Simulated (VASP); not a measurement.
Pt, 1 atom in the cell. Symmetry: R-3m, No. 166, trigonal system. Conventional cell: a = 4.186 Å, b = 4.186 Å, c = 3.126 Å, α = 90.00°, β = 90.00°, γ = 120.00°. Within 3.5 Å of Pt (site symmetry -3m) lie 14 Pt at 2.63 to 3.19 Å. 

- Program: VASP 6.6.1
- Task: single point
- Functional: PBEsol
- Potentials or basis: VASP PAW PBE potentials, release 64 (Pt)
- Cutoff: 520 eV
- k mesh: 22 × 22 × 22
- Occupations: gaussian, width 0.15 eV
- Spin: no spin polarisation
- Dipole correction: no
- Further INCAR settings: ALGO = Fast; EDIFF = 1e-06; NBANDS = 11

Potentials or basis: VASP PAW PBE potentials, release 64 (Pt).

Run with:

```bash
$ cat potpaw_PBE.64/Pt/POTCAR > POTCAR
$ mpirun -np 1 vasp_std > vasp.out
```

Hardware: 1 thread of Intel(R) Xeon(R) 6975P-C (Granite Rapids) (shared host).

Q: Estimate the wall time of this run.

A: Wall time 54 s on 1 thread of Intel(R) Xeon(R) 6975P-C (Granite Rapids) (shared host), peak memory 0.28 GiB. Counts: scf iterations 12, k points 1024.
